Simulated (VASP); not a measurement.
Runs of VASP 6.6.1 on Ir. The structure is that of space group I4/mmm (No. 139), or close to it. The cells are those of the table. 

```tsv
cell	gap on the mesh (eV)	pressure (GPa)
a = 2.826, b = 2.826, c = 2.932 Å, angles 58.7, 58.7, 62.5°, 1 atom	none	-42.8
a = 2.724, b = 2.724, c = 2.932 Å, angles 57.4, 57.4, 65.1°, 1 atom	none	-23.6
a = 2.724, b = 2.724, c = 2.498 Å, angles 62.7, 62.7, 54.6°, 1 atom	none	44.1
a = 2.609, b = 2.609, c = 2.715 Å, angles 58.6, 58.6, 62.7°, 1 atom	none	(a)
```

Alike in all rows: task single point; level LDA; potentials or basis VASP PAW LDA potentials, release 64 (Ir); no spin polarisation; k mesh 22 × 22 × 22; cutoff (eV) 520; smearing gaussian 0.15 eV.

Task: Estimate the missing entries.

Result: (a) 34.2.

Caveats: spin-orbit coupling is left out, which moves the levels of the heavy elements.

A k mesh can miss the band edges, and the runs leave out spin-orbit coupling on Ir.

A gap of «none» marks levels without a gap at the run's occupations.
